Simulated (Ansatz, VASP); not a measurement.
# One calculation of Zr3SiO, two programs

File INCAR:

```
SYSTEM = Zr3SiO
PREC = Accurate
ENCUT = 600
EDIFF = 1E-6
ISMEAR = 0
SIGMA = 0.1
LREAL = .FALSE.
LASPH = .TRUE.
NELM = 80
ALGO = Normal
ISIF = 3
LWAVE = .FALSE.
LCHARG = .FALSE.
GGA = PE
IBRION = 2
NSW = 90
EDIFFG = -0.04
```

File KPOINTS:

```
Automatic mesh
0
G
  4 4 4
  0 0 0
```

POSCAR

```
Zr3SiO
1.0
    3.9302816100      0.0000000000      0.0000000000
    0.0000000000      3.9302816100      0.0000000000
    0.0000000000      0.0000000000      4.0408669800
Zr Si O
3 1 1
Direct
    0.0000000000      0.5000000000      0.0642205400
    0.5000000000      0.0000000000      0.0642205400
    0.0000000000      0.0000000000      0.5489717700
    0.0000000000      0.0000000000      0.1000427000
    0.5000000000      0.5000000000      0.5825414700
```

Input for Ansatz:

```yaml
crystal:
  lattice:
    - [3.93028161, 0.0, 0.0]
    - [0.0, 3.93028161, 0.0]
    - [0.0, 0.0, 4.04086698]
  atoms:
    - { symbol: Zr, position: [0.0, 0.5, 0.06422054] }
    - { symbol: Zr, position: [0.5, 0.0, 0.06422054] }
    - { symbol: Zr, position: [0.0, 0.0, 0.54897177] }
    - { symbol: Si, position: [0.0, 0.0, 0.1000427] }
    - { symbol: O, position: [0.5, 0.5, 0.58254147] }
basis:
  ecutwfc: 420
kpoints:
  mp_grid: { grid: [4, 4, 4] }
hamiltonian:
  xc: pbe
scf:
  occupations: { method: gaussian, width: 0.1 }
  lower_state_search: "off"
output:
  forces: true
  stress: true
  eigenvalues: true
relax:
  adjacent_minimum: "off"
  f_tol: 0.04
  max_steps: 70
  cell: { stress_tol: 0.4 }
```

Change from the starting cell: species swapped into the BaTiO3 type (P4mm, No. 99).

Alike in both runs: task relaxation of cell and atoms; functional PBE; k mesh 4 × 4 × 4; occupations gaussian, width 0.1 eV; no spin polarisation.

|  | VASP | Ansatz |
| --- | --- | --- |
| version | VASP 6.6.1 | Ansatz 0.2.0 |
| potentials or method | VASP PAW PBE potentials, release 64 (Zr_sv, Si, O), cutoff 600 eV | scalar-relativistic, plane waves, PAW |
| valence electrons in the cell | 46 | 46 |

```csv
,VASP,Ansatz,Ansatz less VASP
"gap on the k mesh at the Fermi level, each at its own relaxed structure (eV)",none,none,-
relaxed volume (Å³/atom),24.25,25.43,+1.173
relaxed cell length with the largest relative difference (Å),6.032,6.679,+0.6468
```

A gap of «none» marks a metal or a gap that the smearing closes. One of these differences is far larger than is usual between the two programs; its cause wasn't traced.

The k mesh is coarse, so the values compare programs but aren't converged. Noted on VASP's run: the volume moved by over 15 % at a fixed basis, so the end points are rough.
